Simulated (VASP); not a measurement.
Wanted: the native input for a VASP 6.6.1 run.

* Task: single point
* Functional: PBEsol
* Potentials or basis: VASP PAW PBE potentials, release 64 (Mg, O)
* Cutoff: 520 eV
* k mesh: 9 × 9 × 6
* Occupations: gaussian, width 0.05 eV
* Spin: no spin polarisation
* Dipole correction: no
* Further INCAR settings: ALGO = Normal; EDIFF = 1e-06; NBANDS = 16

The structure of MgO lies in POSCAR:

```
MgO
1.0
    3.3120589696      0.0000000000      0.0000000000
   -1.6560294848      2.8683272065      0.0000000000
    0.0000000000      0.0000000000      3.9691391590
Mg O
2 2
Direct
    0.6666666667      0.3333333333      0.7500000000
    0.3333333333      0.6666666667      0.2500000000
    0.6666666667      0.3333333333      0.2500000000
    0.3333333333      0.6666666667      0.7500000000
```

This cell differs from its parent crystal: strain -0.050 along x and y, -0.050 along z.

The input as run:

INCAR

```
SYSTEM = MgO
PREC = Accurate ; ENCUT = 520
EDIFF = 1E-6 ; ISMEAR = 0
SIGMA = 0.05 ; LREAL = .False.
LASPH = .True. ; NELM = 60
ALGO = Normal ; ISIF = 2
LWAVE = .False. ; LCHARG = .False.
GGA = PS ; NBANDS = 16
```

KPOINTS

```
regular mesh
0
Gamma
  9 9 6
  0 0 0
```

Potentials or basis: VASP PAW PBE potentials, release 64 (Mg, O).

The run is started by

```sh
$ cat potpaw_PBE.64/Mg/POTCAR potpaw_PBE.64/O/POTCAR > POTCAR
$ mpirun -np 1 vasp_std > vasp.out
```

Results of the run:

```yaml
Pressure: 29.5 GPa
Band_gap_on_the_k_mesh: 4.11 eV, direct
```

Caveat: the cell differs from its parent crystal (strain -0.050 along x and y, -0.050 along z); the PAW data sets were made with another functional, which shifts forces and pressure a little.

Wall time 50 s on 1 thread of AMD EPYC 7R13, on a shared host, peak memory 0.14 GiB.
